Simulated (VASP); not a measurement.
# AlNi3 (Pm-3m) in VASP: notebook

The runs below take AlNi3 through single point, with PBE.

Program: VASP 6.6.1. These are calculated values, not measurements. Logs are shortened: lines on timing, memory, paths and dates and some standing lists are left out, and cuts for length are marked.

## 1. The cell of the first run

Symmetry: Pm-3m, No. 221, cubic system. Conventional cell: a = 3.795 Å, b = 3.795 Å, c = 3.795 Å, α = 90.00°, β = 90.00°, γ = 90.00°. Within 3.5 Å of Al (site symmetry m-3m) lie 12 Ni at 2.68 Å. Ni (site symmetry 4/mmm) has 4 Al at 2.68 Å and 8 Ni at 2.68 Å within 3.5 Å.

## 2. Single point, PBE (volume scaled by 1.25)

Input file INCAR:

```
ALGO = Normal
EDIFF = 1E-6
ENCUT = 520
GGA = PE
ISIF = 2
ISMEAR = -1
LASPH = True
LCHARG = True
LELF = True
LREAL = False
LVHAR = True
LWAVE = False
NBANDS = 24
NELM = 60
PREC = Accurate
SIGMA = 0.03
```

Input file KPOINTS:

```
k-points
0
Gamma
  10 10 10
```

Input file POSCAR:

```
AlNi3
1.0
    3.7950956590      0.0000000000      0.0000000000
    0.0000000000      3.7950956590      0.0000000000
    0.0000000000      0.0000000000      3.7950956590
Al Ni
1 3
Direct
    0.0000000000      0.0000000000      0.0000000000
    0.0000000000      0.5000000000      0.5000000000
    0.5000000000      0.0000000000      0.5000000000
    0.5000000000      0.5000000000      0.0000000000
```

Potentials or basis: VASP PAW PBE potentials, release 64 (Al, Ni).

Command:

```bash
$ cat potpaw_PBE.64/Al/POTCAR potpaw_PBE.64/Ni/POTCAR > POTCAR
$ mpirun -np 1 vasp_std > vasp.out
```

OUTCAR:

```text
EDIFF = 1E-6
   ENCUT = 520
   GGA = PE
   ISIF = 2
   ISMEAR = -1
   LASPH = True
   LREAL = False
   NELM = 60
   PREC = Accurate

 ion  position               nearest neighbor table
   1  0.000  0.000  0.000-   2 2.68   3 2.68   4 2.68   2 2.68   3 2.68   2 2.68   4 2.68   2 2.68
                             3 2.68   4 2.68   3 2.68   4 2.68
   2  0.000  0.500  0.500-   1 2.68   3 2.68   4 2.68   1 2.68   4 2.68   1 2.68   3 2.68   1 2.68
                             3 2.68   4 2.68   4 2.68   3 2.68
   3  0.500  0.000  0.500-   1 2.68   2 2.68   4 2.68   1 2.68   4 2.68   2 2.68   4 2.68   4 2.68
                             1 2.68   2 2.68   1 2.68   2 2.68
   4  0.500  0.500  0.000-   1 2.68   2 2.68   3 2.68   2 2.68   3 2.68   1 2.68   3 2.68   3 2.68
                             1 2.68   2 2.68   2 2.68   1 2.68

  LATTYP: Found a simple cubic cell.
 ALAT       =     3.7950956590

  Lattice vectors:

 A1 = (   3.7950956590,   0.0000000000,   0.0000000000)
 A2 = (   0.0000000000,   3.7950956590,   0.0000000000)
 A3 = (   0.0000000000,   0.0000000000,   3.7950956590)

Analysis of symmetry for initial positions (statically):
=====================================================================
 Subroutine PRICEL returns:
 Original cell was already a primitive cell.

 Routine SETGRP: Setting up the symmetry group for a
 simple cubic supercell.

 Subroutine GETGRP returns: Found 48 space group operations
[... 9 lines left out ...]

 Routine SETGRP: Setting up the symmetry group for a
 simple cubic supercell.

 Subroutine GETGRP returns: Found 48 space group operations
[... 11 lines left out ...]
                                     Primitive cell

  volume of cell :      54.6598

  direct lattice vectors                    reciprocal lattice vectors
     3.795095659  0.000000000  0.000000000     0.263497969  0.000000000  0.000000000
     0.000000000  3.795095659  0.000000000     0.000000000  0.263497969  0.000000000
     0.000000000  0.000000000  3.795095659     0.000000000  0.000000000  0.263497969

  length of vectors
     3.795095659  3.795095659  3.795095659     0.263497969  0.263497969  0.263497969

  position of ions in fractional coordinates (direct lattice)
     0.000000000  0.000000000  0.000000000
     0.000000000  0.500000000  0.500000000
     0.500000000  0.000000000  0.500000000
     0.500000000  0.500000000  0.000000000

  ion indices of the primitive-cell ions
   primitive index   ion index
                 1           1
                 2           2
                 3           3
                 4           4

----------------------------------------------------------------------------------------

 KPOINTS: k-points

Automatic generation of k-mesh.
 Grid dimensions read from file:
 generate k-points for:   10   10   10

 Generating k-lattice:

  Cartesian coordinates                     Fractional coordinates (reciprocal lattice)
     0.026349797  0.000000000  0.000000000     0.100000000  0.000000000  0.000000000
     0.000000000  0.026349797  0.000000000     0.000000000  0.100000000  0.000000000
     0.000000000  0.000000000  0.026349797     0.000000000  0.000000000  0.100000000

  Length of vectors
     0.026349797  0.026349797  0.026349797

  Shift w.r.t. Gamma in fractional coordinates (k-lattice)
     0.000000000  0.000000000  0.000000000

 Subroutine IBZKPT returns following result:
 ===========================================

 Found     56 irreducible k-points:

 Following reciprocal coordinates:
            Coordinates               Weight
  0.000000  0.000000  0.000000      1.000000
  0.100000  0.000000  0.000000      6.000000
  0.200000  0.000000  0.000000      6.000000
  0.300000  0.000000  0.000000      6.000000
  0.400000  0.000000  0.000000      6.000000
  0.500000  0.000000  0.000000      3.000000
[... 16 lines left out ...]
  0.200000  0.100000  0.100000     24.000000
  0.300000  0.100000  0.100000     24.000000
 [... further k-points ...]
   k-points           NKPTS =     56   k-points in BZ     NKDIM =     56   number of bands    NBANDS=     24
   number of dos      NEDOS =    301   number of ions     NIONS =      4
   total plane-waves  NPLWV =  21952
   dimension x,y,z NGX =    28 NGY =   28 NGZ =   28
   dimension x,y,z NGXF=    56 NGYF=   56 NGZF=   56
   ions per type =               1   3
   NGX,Y,Z   is equivalent  to a cutoff of  12.27, 12.27, 12.27 a.u.
   NGXF,Y,Z  is equivalent  to a cutoff of  24.53, 24.53, 24.53 a.u.
 SYSTEM =  unknown system
   PREC   = accura    normal or accurate (medium, high low for compatibility)
   ISTART =      0    job   : 0-new  1-cont  2-samecut
   ICHARG =      2    charge: 1-file 2-atom 10-const
   ISPIN  =      1    spin polarized calculation?
   LNONCOLLINEAR =      F non collinear calculations
   LSORBIT =      F    spin-orbit coupling
   LASPH  =      T    aspherical Exc in radial PAW
   ENCUT  =  520.0 eV  38.22 Ry    6.18 a.u.   7.06  7.06  7.06*2*pi/ulx,y,z
   NELM   =     60;   NELMIN=  2; NELMDL= -5     # of ELM steps
   EDIFF  = 0.1E-05   stopping-criterion for ELM
   LREAL  =      F    real-space projection
   EDIFFG = 0.1E-04   stopping-criterion for IOM
   NSW    =      0    number of steps for IOM
   IBRION =     -1    ionic relax: 0-MD 1-quasi-New 2-CG
   NFREE  =      0    steps in history (QN), initial steepest desc. (CG)
   ISIF   =      2    stress and relaxation
   ISYM   =      2    0-nonsym 1-usesym 2-fastsym
   POTIM  = 0.5000    time-step for ionic-motion
   TEBEG  =    0.0;   TEEND  =   0.0 temperature during run
   PSTRESS=    0.0 pullay stress
   NELECT =      33.0000    total number of electrons
   NUPDOWN=      -1.0000    fix difference up-down
   EMIN   =  10.00;   EMAX   =-10.00  energy-range for DOS
   EFERMI =   0.00;   METHOD = LEGACY
   ISMEAR =    -1;   SIGMA  =   0.03  broadening in eV -4-tet -1-fermi 0-gaus
   EFERMI_NEDOS =   21; number of points for ismear=-14 and -15
   IALGO  =     38    algorithm
   IMIX   =      4    mixing-type and parameters
     AMIX     =   0.40;   BMIX     =  1.00
     AMIX_MAG =   1.60;   BMIX_MAG =  1.00
  volume/ion in A,a.u.               =      13.66        92.22
  Fermi-wavevector in a.u.,A,eV,Ry     =   1.383641  2.614702 26.047842  1.914462
  Thomas-Fermi vector in A             =   2.508220
   LORBIT       =      0    0 simple, 1 ext, 2 COOP (PROOUT), +10 PAW based schemes
   GGA     = PE    functional components
[... 5 lines left out ...]
 non-spin polarized calculation
  energy-cutoff  :      520.00
  volume of cell :       54.66
 maximum number of plane-waves:      1492
   NGX = 15   NGY = 15   NGZ = 15

 number of electron      33.0000042 magnetization

 Free energy of the ion-electron system (eV)
  ---------------------------------------------------
  ext. energy  EPLUGINS =         0.00000000
  ---------------------------------------------------
  free energy    TOTEN  =       -21.12388698 eV

  energy without entropy =      -21.10116446  energy(sigma->0) =      -21.11252572

 E-fermi :   7.1051     XC(G=0): -11.6915

 val. band max:        7.1024711503   @ k =   0.3000   0.2000   0.2000
 cond. band min:       7.1103478263   @ k =   0.3000   0.3000   0.3000
 fundamental gap:      0.0078766760
 Fermi energy:         7.1050846890

 k-point     1 :       0.0000    0.0000    0.0000
  band No.  band energies     occupation
      1      -1.5890      2.00000
      2       3.8688      2.00000
      3       4.4623      2.00000
      4       4.4623      2.00000
      5       4.7846      2.00000
      6       4.7846      2.00000
[... 16 lines left out ...]
     23      17.8122      0.00000
     24      17.8122      0.00000

 k-point     2 :       0.1000    0.0000    0.0000
  band No.  band energies     occupation
      1      -1.4833      2.00000
      2       3.8883      2.00000
      3       4.3828      2.00000
      4       4.5242      2.00000
      5       4.7952      2.00000
      6       4.7952      2.00000
[... 16 lines left out ...]
     23      17.3243      0.00000
     24      17.3277      0.00000

 k-point     3 :       0.2000    0.0000    0.0000
  band No.  band energies     occupation
      1      -1.1691      2.00000
      2       3.7537      2.00000
      3       4.2465      2.00000
      4       4.6992      2.00000
      5       4.8238      2.00000
      6       4.8238      2.00000
[... 16 lines left out ...]
     23      16.0061      0.00000
     24      16.0061      0.00000

 k-point     4 :       0.3000    0.0000    0.0000
  band No.  band energies     occupation
      1      -0.6579      2.00000
      2       3.0521      2.00000
      3       4.3512      2.00000
      4       4.8598      2.00000
      5       4.8598      2.00000
      6       4.9528      2.00000
[... 16 lines left out ...]
     23      14.5849      0.00000
     24      15.5573      0.00000

 k-point     5 :       0.4000    0.0000    0.0000
  band No.  band energies     occupation
      1       0.0140      2.00000
      2       2.1040      2.00000
      3       4.5086      2.00000
      4       4.8887      2.00000
      5       4.8887      2.00000
      6       5.0416      2.00000
[... 16 lines left out ...]
     23      13.2513      0.00000
     24      14.9608      0.00000

 k-point     6 :       0.5000    0.0000    0.0000
  band No.  band energies     occupation
      1       0.5512      2.00000
      2       1.4521      2.00000
      3       4.5794      2.00000
      4       4.8994      2.00000
      5       4.8994      2.00000
      6       5.0785      2.00000
[... 16 lines left out ...]
     23      13.2528      0.00000
     24      14.6946      0.00000
[... 379 lines left out ...]
 k-point    21 :       0.5000    0.5000    0.0000
  band No.  band energies     occupation
      1       2.1928      2.00000
      2       3.0599      2.00000
      3       3.0599      2.00000
      4       4.5032      2.00000
      5       4.8080      2.00000
      6       5.2539      2.00000
[... 16 lines left out ...]
     23      14.5026      0.00000
     24      16.9086      0.00000

 k-point    22 :       0.1000    0.1000    0.1000
  band No.  band energies     occupation
      1      -1.2733      2.00000
      2       3.9422      2.00000
      3       4.4341      2.00000
      4       4.4341      2.00000
      5       4.7508      2.00000
      6       4.8636      2.00000
[... 16 lines left out ...]
     23      16.0289      0.00000
     24      16.5119      0.00000

 k-point    23 :       0.2000    0.1000    0.1000
  band No.  band energies     occupation
      1      -0.9623      2.00000
      2       3.8595      2.00000
      3       4.2677      2.00000
      4       4.6035      2.00000
      5       4.7391      2.00000
      6       4.8971      2.00000
[... 16 lines left out ...]
     23      15.0336      0.00000
     24      15.3099      0.00000

 k-point    24 :       0.3000    0.1000    0.1000
  band No.  band energies     occupation
      1      -0.4571      2.00000
      2       3.1949      2.00000
      3       4.3671      2.00000
      4       4.7467      2.00000
      5       4.8051      2.00000
      6       4.9878      2.00000
[... 16 lines left out ...]
     23      14.1779      0.00000
     24      16.7411      0.00000

 [... further k-points ...]

------------------------ aborting loop because EDIFF is reached ----------------------------------------

  FORCE on cell =-STRESS in cart. coord.  units (eV):
  Direction    XX          YY          ZZ          XY          YZ          ZX
  --------------------------------------------------------------------------------------
  -------------------------------------------------------------------------------------
  Total       -7.4478329     -7.4478329     -7.4478329      0.0000000     -0.0000000      0.0000000
  in kB     -218.3093446   -218.3093446   -218.3093446      0.0000000     -0.0000000      0.0000000
  external PRESSURE =    -218.3093446 kB  Pullay stress =       0.0000000 kB

 VOLUME and BASIS-vectors are now :
 -----------------------------------------------------------------------------
  energy-cutoff  :      520.00
  volume of cell :       54.66
      direct lattice vectors                 reciprocal lattice vectors
     3.795095659  0.000000000  0.000000000     0.263497969  0.000000000  0.000000000
     0.000000000  3.795095659  0.000000000     0.000000000  0.263497969  0.000000000
     0.000000000  0.000000000  3.795095659     0.000000000  0.000000000  0.263497969

 POSITION                                       TOTAL-FORCE (eV/Angst)
 -----------------------------------------------------------------------------------
      0.00000      0.00000      0.00000         0.000000      0.000000      0.000000
      0.00000      1.89755      1.89755         0.000000      0.000000      0.000000
      1.89755      0.00000      1.89755         0.000000      0.000000      0.000000
      1.89755      1.89755      0.00000         0.000000      0.000000      0.000000
 -----------------------------------------------------------------------------------
    total drift:                                0.000000      0.000000      0.000000

  FREE ENERGIE OF THE ION-ELECTRON SYSTEM (eV)
  ---------------------------------------------------
  free  energy   TOTEN  =       -21.1238869832 eV

  energy  without entropy=      -21.1011644588  energy(sigma->0) =      -21.11252572
```

It took 38 s on 1 thread of AMD EPYC 9R14 (Zen 4), shared host; peak memory 0.17 GiB.

What came out:

| Item | Value |
| --- | --- |
| Free energy | -21.1239 eV |
| Pressure | -21.8 GPa |

Levels at points of the mesh, in eV from the Fermi level:
```
           k point  band 15  band 16  band 17  band 18  band 19  band 20
(0.00, 0.00, 0.00)     0.13     0.13     0.90     0.90     0.90     5.61
(0.50, 0.00, 0.00)    -0.65    -0.28     0.13     4.68     4.68     5.11
(0.50, 0.50, 0.00)    -0.62    -0.55    -0.33     0.78     0.78     6.84
(0.50, 0.50, 0.50)    -0.69    -0.02    -0.02    -0.02     0.20     2.35
```

 Spin polarisation is off, so any magnetic state and its effect on volume and gap are missing.

## 3. Single point, PBE, collinear spin, ferromagnetic start (volume scaled by 0.66)

Input file INCAR:

```
  PREC = Accurate
  ENCUT = 520
  EDIFF = 1E-6
  ISMEAR = -1
  SIGMA = 0.03
  LREAL = False
  LASPH = True
  NELM = 150
  ALGO = Normal
  ISIF = 2
  LWAVE = False
  LCHARG = True
  ISPIN = 2
  MAGMOM = 0 1.5 1.5 1.5
  LORBIT = 11
  LMAXMIX = 4
  GGA = PE
  LELF = True
  LVHAR = True
  NBANDS = 28
```

Input file KPOINTS:

```
regular mesh
0
Gamma
  10 10 10
```

Input file POSCAR:

```
AlNi3
1.0
    3.0673784919      0.0000000000      0.0000000000
    0.0000000000      3.0673784919      0.0000000000
    0.0000000000      0.0000000000      3.0673784919
Al Ni
1 3
Direct
    0.0000000000      0.0000000000      0.0000000000
    0.0000000000      0.5000000000      0.5000000000
    0.5000000000      0.0000000000      0.5000000000
    0.5000000000      0.5000000000      0.0000000000
```

Potentials or basis: VASP PAW PBE potentials, release 64 (Al, Ni).

Command:

```bash
$ cat potpaw_PBE.64/Al/POTCAR potpaw_PBE.64/Ni/POTCAR > POTCAR
$ mpirun -np 1 vasp_std > vasp.out
```

OUTCAR:

```text
PREC = Accurate
   ENCUT = 520
   EDIFF = 1E-6
   ISMEAR = -1
   LREAL = False
   LASPH = True
   NELM = 150
   ISIF = 2
   ISPIN = 2
   LORBIT = 11
   GGA = PE

 ion  position               nearest neighbor table
   1  0.000  0.000  0.000-   2 2.17   3 2.17   4 2.17   2 2.17   3 2.17   2 2.17   4 2.17   2 2.17
                             3 2.17   4 2.17   3 2.17   4 2.17
   2  0.000  0.500  0.500-   1 2.17   3 2.17   4 2.17   1 2.17   4 2.17   1 2.17   3 2.17   1 2.17
                             3 2.17   4 2.17   4 2.17   3 2.17
   3  0.500  0.000  0.500-   1 2.17   2 2.17   4 2.17   1 2.17   4 2.17   2 2.17   4 2.17   4 2.17
                             1 2.17   2 2.17   1 2.17   2 2.17
   4  0.500  0.500  0.000-   1 2.17   2 2.17   3 2.17   2 2.17   3 2.17   1 2.17   3 2.17   3 2.17
                             1 2.17   2 2.17   2 2.17   1 2.17

  LATTYP: Found a simple cubic cell.
 ALAT       =     3.0673784919

  Lattice vectors:

 A1 = (   3.0673784919,   0.0000000000,   0.0000000000)
 A2 = (   0.0000000000,   3.0673784919,   0.0000000000)
[... 1702 lines left out ...]
  Direction    XX          YY          ZZ          XY          YZ          ZX
  --------------------------------------------------------------------------------------
  -------------------------------------------------------------------------------------
  Total       41.2406328     41.2406328     41.2406328      0.0000000      0.0000000      0.0000000
  in kB     2289.4638917   2289.4638917   2289.4638917      0.0000000      0.0000000      0.0000000
  external PRESSURE =    2289.4638917 kB  Pullay stress =       0.0000000 kB

 VOLUME and BASIS-vectors are now :
 -----------------------------------------------------------------------------
  energy-cutoff  :      520.00
  volume of cell :       28.86
      direct lattice vectors                 reciprocal lattice vectors
     3.067378492  0.000000000  0.000000000     0.326011284  0.000000000  0.000000000
     0.000000000  3.067378492  0.000000000     0.000000000  0.326011284  0.000000000
     0.000000000  0.000000000  3.067378492     0.000000000  0.000000000  0.326011284

 POSITION                                       TOTAL-FORCE (eV/Angst)
 -----------------------------------------------------------------------------------
      0.00000      0.00000      0.00000         0.000000      0.000000      0.000000
      0.00000      1.53369      1.53369         0.000000      0.000000      0.000000
      1.53369      0.00000      1.53369         0.000000      0.000000      0.000000
      1.53369      1.53369      0.00000         0.000000      0.000000      0.000000
 -----------------------------------------------------------------------------------
    total drift:                                0.000000     -0.000000     -0.000000

  FREE ENERGIE OF THE ION-ELECTRON SYSTEM (eV)
  ---------------------------------------------------
  free  energy   TOTEN  =       -14.1383294188 eV

  energy  without entropy=      -14.1298452446  energy(sigma->0) =      -14.13408733

 total charge

# of ion       s       p       d       tot
------------------------------------------
    1        0.510   0.656   0.000   1.167
    2        0.756   1.083   8.785  10.623
    3        0.756   1.083   8.785  10.623
    4        0.756   1.083   8.785  10.623
--------------------------------------------------
tot          2.779   3.904  26.354  33.037

 magnetization (x)

# of ion       s       p       d       tot
------------------------------------------
    1        0.000  -0.000   0.000  -0.000
    2       -0.000  -0.000   0.000   0.000
    3       -0.000  -0.000   0.000   0.000
    4       -0.000  -0.000   0.000   0.000
--------------------------------------------------
tot         -0.000  -0.000   0.000   0.000
```

OSZICAR:

```text
N       E                     dE             d eps       ncg     rms          rms(c)
DAV:   1     0.211149482862E+03    0.21115E+03   -0.13732E+04  6880   0.169E+03
DAV:   2    -0.259984839857E+01   -0.21375E+03   -0.19574E+03  6308   0.316E+02
DAV:   3    -0.172681260178E+02   -0.14668E+02   -0.14006E+02  6864   0.987E+01
DAV:   4    -0.175403761494E+02   -0.27225E+00   -0.27186E+00  6972   0.134E+01
DAV:   5    -0.175494891428E+02   -0.91130E-02   -0.91122E-02  7624   0.226E+00    0.343E+01
DAV:   6    -0.157368672649E+02    0.18126E+01   -0.14940E+01  7580   0.787E+01    0.126E+01
DAV:   7    -0.143903668816E+02    0.13465E+01   -0.45765E+00  7688   0.405E+01    0.889E+00
DAV:   8    -0.141491318875E+02    0.24123E+00   -0.13026E-01  9132   0.688E+00    0.228E+00
DAV:   9    -0.141392345656E+02    0.98973E-02   -0.15468E-02  8716   0.133E+00    0.763E-01
DAV:  10    -0.141383121025E+02    0.92246E-03   -0.77215E-04  7672   0.269E-01    0.328E-01
DAV:  11    -0.141383128851E+02   -0.78253E-06   -0.18106E-04  8076   0.161E-01    0.103E-01
DAV:  12    -0.141383272280E+02   -0.14343E-04   -0.39441E-05  8032   0.120E-01    0.226E-02
DAV:  13    -0.141383285359E+02   -0.13079E-05   -0.31318E-06  6556   0.292E-02    0.106E-02
DAV:  14    -0.141383294188E+02   -0.88288E-06   -0.38487E-07  3656   0.873E-03
   1 F= -.14138329E+02 E0= -.14134087E+02  d E =-.848417E-02  mag=    -0.0001
```

Wall time 54 s (1 thread of AMD EPYC 9R14 (Zen 4), shared host); peak memory 0.16 GiB.

Results:

```
Free energy : -14.1383 eV
Pressure    : 228.9 GPa
Net moment  : 0.00 μB per cell
```

Caveat: the starting moments collapsed, and a magnetic state may lie lower.

[end of part 1 of 2]
